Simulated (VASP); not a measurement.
Input of a VASP 6.6.1 run:

File INCAR:

```
SYSTEM = InOs
PREC = Accurate
ENCUT = 600
EDIFF = 1E-6
ISMEAR = 0
SIGMA = 0.1
LREAL = .False.
LASPH = .True.
NELM = 60
ALGO = Fast
ISIF = 3
LWAVE = .False.
LCHARG = .False.
GGA = PE
IBRION = 2
NSW = 90
EDIFFG = -0.04
```

Contents of KPOINTS:

```
regular mesh
0
Gamma
  6 6 4
  0 0 0
```

POSCAR

```
InOs
1.0
    3.1335737200      0.0000000000      0.0000000000
   -1.5667868600      2.7137544500      0.0000000000
    0.0000000000      0.0000000000      4.7290287900
In Os
1 1
Direct
    0.0000000000      0.0000000000      0.0000000000
    0.3333333300      0.6666666700      0.5000000000
```

Potentials or basis: VASP PAW PBE potentials, release 64 (In_d, Os).

The run is started by

```console
$ cat potpaw_PBE.64/In_d/POTCAR potpaw_PBE.64/Os/POTCAR > POTCAR
$ mpirun -np 1 vasp_std > vasp.out
```

Task: Estimate the relaxed cell.

Result: a = 3.039 Å, b = 3.039 Å, c = 4.349 Å, α = 90.00°, β = 90.00°, γ = 120.00°.

Task: What does it give for the relaxed volume?

Result: 17.39 Å³/atom.

The path:
| step | energy change (eV) | largest force (eV/Å) | pressure (GPa) | volume (Å³) |
| --- | --- | --- | --- | --- |
| 1 | 0.0000 | 0.0000 | -19.17 | 40.21 |
| 2 | 0.9385 | 0.0000 | 76.02 | 27.72 |
| 3 | -0.4266 | 0.0000 | -1.48 | 34.92 |
| 4 | -0.4288 | 0.0000 | 0.11 | 34.66 |
| 5 | -0.4290 | 0.0000 | 0.71 | 34.55 |
| 6 | -0.4376 | 0.0000 | 0.32 | 34.74 |
| 7 | -0.4377 | 0.0000 | 0.36 | 34.73 |
| 8 | -0.4377 | 0.0000 | 0.34 | 34.73 |
| 9 | -0.4375 | 0.0000 | -0.56 | 34.89 |
| 10 | -0.4377 | 0.0000 | -0.02 | 34.79 |

Caveat: the k points lie up to 0.40 Å⁻¹ apart in the final cell.
